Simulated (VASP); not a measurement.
# Hf12H (a cell with a defect) in VASP: notebook

The runs below take Hf12H (a cell with a defect) through single point, with PBEsol.

Everything below comes from runs of VASP 6.6.1. Logs are shortened: lines on timing, memory, paths and dates and some standing lists are left out, and cuts for length are marked.

## 1. The cell of the first run

The cell holds a defect, 13 atoms: a = 6.400 Å, b = 9.600 Å, c = 5.062 Å, α = 90.00°, β = 90.00°, γ = 120.00°.

## 2. Single point, PBEsol

INCAR

```
SYSTEM = Hf12H
PREC     = Accurate       ! precision mode
ENCUT    = 520            ! plane-wave cutoff, eV
EDIFF    = 1E-6           ! SCF threshold, eV
ISMEAR   = -1             ! smearing method
SIGMA    = 0.1            ! smearing width, eV
LREAL    = .FALSE.        ! projectors in reciprocal space
LASPH    = .TRUE.         ! aspherical terms in the spheres
NELM     = 80             ! most SCF steps
ALGO     = Normal         ! electronic algorithm
ISIF     = 2              ! what is computed and relaxed
LWAVE    = .FALSE.        ! write WAVECAR
LCHARG   = .TRUE.         ! write CHGCAR
GGA      = PS             ! functional
LELF     = .TRUE.         ! ELF
LVHAR    = .TRUE.       
NBANDS   = 72             ! bands
```

KPOINTS

```
Automatic mesh
0
G
  2 2 2
  0 0 0
```

POSCAR

```
Hf12H
1.0
    6.4000000000      0.0000000000      0.0000000000
   -4.8000000000      8.3138440000      0.0000000000
    0.0000000000      0.0000000000      5.0624000000
Hf H
12 1
Direct
   -0.0005097369      0.0062786841     -0.0102323009
    0.1581461016      0.2102156355      0.4975900759
    0.0090725201      0.3202008602     -0.0009876738
    0.1865591769      0.5755580692      0.5112002212
    0.0227108996      0.6681145328      0.0194176675
    0.1629596484      0.8954461979      0.5066766751
    0.5019258541      0.0028386388      0.0074668142
    0.6515902520      0.2113703360      0.5016395386
    0.4819806574      0.3311825432     -0.0208794248
    0.6571733366      0.5581894488      0.5072495259
    0.5008481251      0.6717350001      0.0016197851
    0.6673631558      0.8872550411      0.5024099241
    0.8544595352      0.4317377136      0.2499604930
```

Potentials or basis: VASP PAW PBE potentials, release 64 (Hf_pv, H).

Launch:

```
$ cat potpaw_PBE.64/Hf_pv/POTCAR potpaw_PBE.64/H/POTCAR > POTCAR
$ mpirun -np 1 vasp_std > vasp.out
```

OUTCAR:

```text
SYSTEM = Hf12H
   PREC = Accurate
   ENCUT = 520
   EDIFF = 1E-6
   ISMEAR = -1
   LREAL = .FALSE.
   LASPH = .TRUE.
   NELM = 80
   ISIF = 2
   GGA = PS

 ion  position               nearest neighbor table
   1  0.999  0.006  0.990-   3 2.98   2 3.01   6 3.05  12 3.08   2 3.08   9 3.10   7 3.17  12 3.18
                             6 3.19  11 3.20   7 3.23   5 3.33
   2  0.158  0.210  0.498-   1 3.01   9 3.03   6 3.04   3 3.07   3 3.08   1 3.08  12 3.12   8 3.15
                             9 3.18   8 3.25  10 3.27   4 3.42
   3  0.009  0.320  0.999-  13 2.19   9 2.98   1 2.98   2 3.07   2 3.08   7 3.15   8 3.21   8 3.23
                             4 3.26  11 3.27   5 3.30   4 3.35   9 3.43
   4  0.187  0.576  0.511-  13 2.29   5 3.00  11 3.03  12 3.04   5 3.07  10 3.10  11 3.11   6 3.15
                             3 3.26  10 3.31   3 3.35   2 3.42   8 3.46
   5  0.023  0.668  0.019-  13 2.29   4 3.00  11 3.04   4 3.07   6 3.11   7 3.14  10 3.20   6 3.22
                            10 3.29   3 3.30   1 3.33  11 3.36   9 3.36
   6  0.163  0.895  0.507-   2 3.04   1 3.05   8 3.08   5 3.11  12 3.13   4 3.15   7 3.15   7 3.16
                             1 3.19   5 3.22  10 3.24  12 3.27
   7  0.502  0.003  0.007-   8 3.04   8 3.09  12 3.13   5 3.14   6 3.15   3 3.15   6 3.16   1 3.17
                            12 3.17  11 3.18   9 3.22   1 3.23
   8  0.652  0.211  0.502-  13 2.24   7 3.04   6 3.08   7 3.09   9 3.10   2 3.15  12 3.16   3 3.21
                             3 3.23   2 3.25   9 3.28  10 3.31   4 3.46
   9  0.482  0.331  0.979-   3 2.98   2 3.03  10 3.04   8 3.10   1 3.10   2 3.18  11 3.21   7 3.22
                            10 3.27   8 3.28   5 3.36   3 3.43
  10  0.657  0.558  0.507-   9 3.04  11 3.09   4 3.10  12 3.13  11 3.14   5 3.20   6 3.24   2 3.27
                             9 3.27   5 3.29   4 3.31   8 3.31
  11  0.501  0.672  0.002-   4 3.03   5 3.04  10 3.09  12 3.10  12 3.10   4 3.11  10 3.14   7 3.18
                             1 3.20   9 3.21   3 3.27   5 3.36
  12  0.667  0.887  0.502-   4 3.04   1 3.08  11 3.10  11 3.10   2 3.12  10 3.13   7 3.13   6 3.13
                             8 3.16   7 3.17   1 3.18   6 3.27
  13  0.854  0.432  0.250-   3 2.19   8 2.24   5 2.29   4 2.29

  LATTYP: Found a simple monoclinic cell.
 ALAT       =     6.4000000000
 B/A-ratio  =     0.7910000000
 C/A-ratio  =     1.3228756745
 COS(beta)  =    -0.1889822338

  Lattice vectors:

 A1 = (   6.4000000000,   0.0000000000,   0.0000000000)
 A2 = (   0.0000000000,   0.0000000000,   5.0624000000)
 A3 = (  -1.6000000000,  -8.3138440000,   0.0000000000)

Analysis of symmetry for initial positions (statically):
=====================================================================
 Subroutine PRICEL returns:
 Original cell was already a primitive cell.

 Routine SETGRP: Setting up the symmetry group for a
 simple monoclinic supercell.

 Subroutine GETGRP returns: Found  1 space group operations
 (whereof  1 operations were pure point group operations)
 out of a pool of  4 trial point group operations.

The static configuration has the point symmetry C_1 .

Analysis of symmetry for dynamics (positions and initial velocities):
=====================================================================
 Subroutine PRICEL returns:
 Original cell was already a primitive cell.

 Routine SETGRP: Setting up the symmetry group for a
 simple monoclinic supercell.

 Subroutine GETGRP returns: Found  1 space group operations
 (whereof  1 operations were pure point group operations)
 out of a pool of  4 trial point group operations.

The dynamic configuration has the point symmetry C_1 .

 Subroutine INISYM returns: Found  1 space group operations
 (whereof  1 operations are pure point group operations),
 and found     1 'primitive' translations

----------------------------------------------------------------------------------------

                                     Primitive cell

  volume of cell :     269.3632

  direct lattice vectors                    reciprocal lattice vectors
     6.400000000  0.000000000  0.000000000     0.156250000  0.090210978  0.000000000
    -4.800000000  8.313844000  0.000000000     0.000000000  0.120281304  0.000000000
     0.000000000  0.000000000  5.062400000     0.000000000  0.000000000  0.197534766

  length of vectors
     6.400000000  9.600000107  5.062400000     0.180421958  0.120281304  0.197534766

  position of ions in fractional coordinates (direct lattice)
[... 43 lines left out ...]
     0.000000000  0.000000000  0.098767383     0.000000000  0.000000000  0.500000000

  Length of vectors
     0.090210979  0.060140652  0.098767383

  Shift w.r.t. Gamma in fractional coordinates (k-lattice)
     0.000000000  0.000000000  0.000000000

 Subroutine IBZKPT returns following result:
 ===========================================

 Found      8 irreducible k-points:

 Following reciprocal coordinates:
            Coordinates               Weight
  0.000000  0.000000  0.000000      1.000000
  0.500000 -0.000000  0.000000      1.000000
  0.000000  0.500000  0.000000      1.000000
  0.500000  0.500000  0.000000      1.000000
  0.000000  0.000000  0.500000      1.000000
  0.500000 -0.000000  0.500000      1.000000
  0.000000  0.500000  0.500000      1.000000
  0.500000  0.500000  0.500000      1.000000
   k-points           NKPTS =      8   k-points in BZ     NKDIM =      8   number of bands    NBANDS=     72
   number of dos      NEDOS =    301   number of ions     NIONS =     13
   total plane-waves  NPLWV = 138240
   dimension x,y,z NGX =    48 NGY =   72 NGZ =   40
   dimension x,y,z NGXF=    96 NGYF=  144 NGZF=   80
   ions per type =              12   1
   NGX,Y,Z   is equivalent  to a cutoff of  12.47, 12.47, 13.14 a.u.
   NGXF,Y,Z  is equivalent  to a cutoff of  24.94, 24.94, 26.27 a.u.
 SYSTEM =  Hf12H
   PREC   = accura    normal or accurate (medium, high low for compatibility)
   ISTART =      0    job   : 0-new  1-cont  2-samecut
   ICHARG =      2    charge: 1-file 2-atom 10-const
   ISPIN  =      1    spin polarized calculation?
   LNONCOLLINEAR =      F non collinear calculations
   LSORBIT =      F    spin-orbit coupling
   LASPH  =      T    aspherical Exc in radial PAW
   ENCUT  =  520.0 eV  38.22 Ry    6.18 a.u.  11.90 17.85  9.41*2*pi/ulx,y,z
   NELM   =     80;   NELMIN=  2; NELMDL= -5     # of ELM steps
   EDIFF  = 0.1E-05   stopping-criterion for ELM
   LREAL  =      F    real-space projection
   EDIFFG = 0.1E-04   stopping-criterion for IOM
   NSW    =      0    number of steps for IOM
   IBRION =     -1    ionic relax: 0-MD 1-quasi-New 2-CG
   NFREE  =      0    steps in history (QN), initial steepest desc. (CG)
   ISIF   =      2    stress and relaxation
   ISYM   =      2    0-nonsym 1-usesym 2-fastsym
   POTIM  = 0.5000    time-step for ionic-motion
   TEBEG  =    0.0;   TEEND  =   0.0 temperature during run
   PSTRESS=    0.0 pullay stress
   NELECT =     121.0000    total number of electrons
   NUPDOWN=      -1.0000    fix difference up-down
   EMIN   =  10.00;   EMAX   =-10.00  energy-range for DOS
   EFERMI =   0.00;   METHOD = LEGACY
   ISMEAR =    -1;   SIGMA  =   0.10  broadening in eV -4-tet -1-fermi 0-gaus
   EFERMI_NEDOS =   21; number of points for ismear=-14 and -15
   IALGO  =     38    algorithm
   IMIX   =      4    mixing-type and parameters
     AMIX     =   0.40;   BMIX     =  1.00
     AMIX_MAG =   1.60;   BMIX_MAG =  1.00
  volume/ion in A,a.u.               =      20.72       139.83
  Fermi-wavevector in a.u.,A,eV,Ry     =   1.253787  2.369314 21.388120  1.571982
  Thomas-Fermi vector in A             =   2.387623
   LORBIT       =      0    0 simple, 1 ext, 2 COOP (PROOUT), +10 PAW based schemes
   GGA     = PS    functional components
   LHFCALC =     F    Hartree Fock is set to
   AEXX    =    0.0000 exact exchange contribution
   IVDW    =     0    specifies the selected vdW correction
   LEPSILON=     F    determine dielectric tensor
   LRPA    =     F    only Hartree local field effects (RPA)
 non-spin polarized calculation
  energy-cutoff  :      520.00
  volume of cell :      269.36
 maximum number of plane-waves:      7280
 NGX is ok and might be reduce to    48
   NGX = 23   NGY = 35   NGZ = 19

 number of electron     121.0000007 magnetization

 Free energy of the ion-electron system (eV)
  ---------------------------------------------------
  ext. energy  EPLUGINS =         0.00000000
  ---------------------------------------------------
  free energy    TOTEN  =      -128.93349786 eV

  energy without entropy =     -128.53048701  energy(sigma->0) =     -128.73199243

 E-fermi :   4.6631     XC(G=0): -11.4122

 val. band max:        4.6224114218   @ k =   0.5000   0.5000   0.5000
 cond. band min:       4.6709777565   @ k =   0.5000   0.5000   0.5000
 fundamental gap:      0.0485663347
 Fermi energy:         4.6631035174

 k-point     1 :       0.0000    0.0000    0.0000
  band No.  band energies     occupation
      1     -26.2478      2.00000
      2     -26.0993      2.00000
      3     -26.0637      2.00000
      4     -26.0181      2.00000
      5     -26.0132      2.00000
      6     -25.9785      2.00000
[... 589 lines left out ...]
     71       5.3547      0.00198
     72       5.4371      0.00087

------------------------ aborting loop because EDIFF is reached ----------------------------------------

  FORCE on cell =-STRESS in cart. coord.  units (eV):
  Direction    XX          YY          ZZ          XY          YZ          ZX
  --------------------------------------------------------------------------------------
  -------------------------------------------------------------------------------------
  Total       -5.7040087     -6.0668543     -3.8713155     -0.3589425      0.2331043      0.0975153
  in kB      -33.9275471    -36.0857590    -23.0266543     -2.1349967      1.3865089      0.5800228
  external PRESSURE =     -31.0133202 kB  Pullay stress =       0.0000000 kB

 VOLUME and BASIS-vectors are now :
 -----------------------------------------------------------------------------
  energy-cutoff  :      520.00
  volume of cell :      269.36
      direct lattice vectors                 reciprocal lattice vectors
     6.400000000  0.000000000  0.000000000     0.156250000  0.090210978  0.000000000
    -4.800000000  8.313844000  0.000000000     0.000000000  0.120281304  0.000000000
     0.000000000  0.000000000  5.062400000     0.000000000  0.000000000  0.197534766

 POSITION                                       TOTAL-FORCE (eV/Angst)
 -----------------------------------------------------------------------------------
      6.36660      0.05220      5.01060         0.492284     -0.736415      0.326923
      0.00310      1.74770      2.51900        -0.047608      0.723329     -0.331009
     -1.47890      2.66210      5.05740        -0.789005      0.766795      0.057880
     -1.56870      4.78510      2.58790        -0.124704     -0.991001     -0.070242
     -3.06160      5.55460      0.09830        -0.904470      0.034408     -0.292420
     -3.25520      7.44460      2.56500         0.393319     -0.379789      0.061602
      3.19870      0.02360      0.03780        -0.170481     -0.184747     -0.263481
      3.15560      1.75730      2.53950         0.184970      0.432272     -0.033242
      1.49500      2.75340      4.95670         0.767522     -0.213959      0.484253
      1.52660      4.64070      2.56790         0.153839      0.056079     -0.118096
     -0.01890      5.58470      0.00820         0.613954     -0.093037      0.117126
      0.01230      7.37650      2.54340        -0.385598      0.341189     -0.007958
      3.39620      3.58940      1.26540        -0.184023      0.244876      0.068664
 -----------------------------------------------------------------------------------
    total drift:                                0.000107      0.000115      0.000012

  FREE ENERGIE OF THE ION-ELECTRON SYSTEM (eV)
  ---------------------------------------------------
  free  energy   TOTEN  =      -128.9334978603 eV

  energy  without entropy=     -128.5304870061  energy(sigma->0) =     -128.73199243
```

It took 7 min on 1 thread of Intel Xeon 8259CL, shared host; peak memory 0.41 GiB.

What came out:

```
Free energy            : -128.9335 eV
Pressure               : -3.1 GPa
Largest force          : 1.102 eV/Å
Band gap on the k mesh : zero (an odd number of electrons rules out a gap without spin polarisation)
```

Forces in eV/Å, atoms in the order of the input:
```
Hf   0.492 -0.736  0.327
Hf  -0.048  0.723 -0.331
Hf  -0.789  0.767  0.058
Hf  -0.125 -0.991 -0.070
Hf  -0.904  0.034 -0.292
Hf   0.393 -0.380  0.062
Hf  -0.170 -0.185 -0.263
Hf   0.185  0.432 -0.033
Hf   0.768 -0.214  0.484
Hf   0.154  0.056 -0.118
Hf   0.614 -0.093  0.117
Hf  -0.386  0.341 -0.008
H   -0.184  0.245  0.069
```

Caveat: the k points lie up to 0.62 Å⁻¹ apart, too coarse for converged energies and pressures of a metal; the PAW data sets were made with another functional, which shifts forces and pressure a little; spin-orbit coupling is left out, which moves the levels of the heavy elements.

## 3. Single point, PBEsol

INCAR

```
PREC = Accurate
ENCUT = 520
EDIFF = 1E-6
ISMEAR = -1
SIGMA = 0.1
LREAL = F
LASPH = T
NELM = 100
ALGO = Normal
ISIF = 2
LWAVE = F
LCHARG = F
GGA = PS
NBANDS = 72
```

KPOINTS

```
Automatic mesh
0
Gamma
  2 2 2
```

POSCAR

```
Hf12H
1.0
    6.4000000000      0.0000000000      0.0000000000
   -4.8000000000      8.3138440000      0.0000000000
    0.0000000000      0.0000000000      5.0624000000
Hf H
12 1
Direct
    0.0148805193      0.0131948591     -0.0184299937
    0.1703327339      0.2086519786      0.4984592288
    0.0150547569      0.3271771758     -0.0154867257
    0.1833130289      0.5792507052      0.5079804046
    0.0129972846      0.6676213795      0.0223411820
    0.1585412660      0.8941591880      0.5104495891
    0.4886738645      0.0014193194      0.0072890329
    0.6467596633      0.2101795511      0.5215707965
    0.4887713097      0.3286325796     -0.0173237990
    0.6669834907      0.5680404876      0.5330278129
    0.5054147436      0.6780738248      0.0082174463
    0.6609452475      0.8857394967      0.5104495891
    0.7855959331      0.4024612442      0.2181178887
```

Potentials or basis: VASP PAW PBE potentials, release 64 (Hf_pv, H).

Launch:

```
$ cat potpaw_PBE.64/Hf_pv/POTCAR potpaw_PBE.64/H/POTCAR > POTCAR
$ mpirun -np 1 vasp_std > vasp.out
```

It took 8.3 min on 1 thread of Intel Xeon 8259CL, shared host; peak memory 0.41 GiB.

It converged, with:

| Item | Value |
| --- | --- |
| Free energy | -128.6663 eV |
| Pressure | -2.5 GPa |
| Largest force | 1.534 eV/Å |
| Band gap on the k mesh | zero (an odd number of electrons rules out a gap without spin polarisation) |

Forces on the atoms (eV/Å):
```
Hf  -0.345 -0.970  0.673
Hf  -0.847  1.095 -0.662
Hf  -0.569  0.365  0.167
Hf   0.320 -0.929  0.382
Hf  -0.571  0.211 -0.523
Hf   0.531 -0.530 -0.139
Hf   0.519 -0.211  0.114
Hf   0.556  0.358 -0.648
Hf   0.182  0.176  0.585
Hf  -0.146 -0.424 -0.313
Hf   0.191 -0.370  0.181
Hf  -0.268  0.798 -0.088
H    0.446  0.430  0.271
```

Stress tensor (GPa, compression positive):
```
-3.30 -0.22 -0.06
-0.22 -2.93  0.34
-0.06  0.34 -1.31
```

Levels at points of the mesh, in eV from the Fermi level:
```tsv
k point	band 56	band 57	band 58	band 59	band 60	band 61	band 62	band 63	band 64	band 65
(0.00, 0.00, 0.00)	-0.85	-0.65	-0.46	0.03	0.48	0.55	0.68	0.73	0.85	0.94
(0.50, 0.00, 0.00)	-1.00	-0.85	-0.65	-0.45	-0.35	0.15	0.25	0.43	0.58	0.58
(0.00, 0.50, 0.00)	-0.76	-0.32	-0.25	-0.04	0.12	0.21	0.57	0.62	0.75	0.90
(0.50, 0.50, 0.00)	-0.97	-0.80	-0.61	-0.47	-0.31	0.05	0.28	0.46	0.66	0.68
(0.00, 0.00, 0.50)	-0.68	-0.48	-0.43	-0.43	0.00	0.04	0.16	0.29	0.45	0.52
(0.50, 0.00, 0.50)	-0.70	-0.64	-0.57	-0.44	-0.35	-0.21	-0.14	-0.06	-0.01	0.20
(0.00, 0.50, 0.50)	-0.62	-0.54	-0.47	-0.32	-0.22	0.04	0.06	0.31	0.34	0.54
(0.50, 0.50, 0.50)	-0.60	-0.54	-0.47	-0.42	-0.30	-0.27	-0.07	0.04	0.16	0.19
```

Caveat: the k points lie up to 0.62 Å⁻¹ apart, too coarse for converged energies and pressures of a metal; the PAW data sets were made with another functional, which shifts forces and pressure a little; spin-orbit coupling is left out, which moves the levels of the heavy elements.

[end of part 1 of 2]

The gap in the log of VASP goes by the Fermi energy; the results here count the filled bands.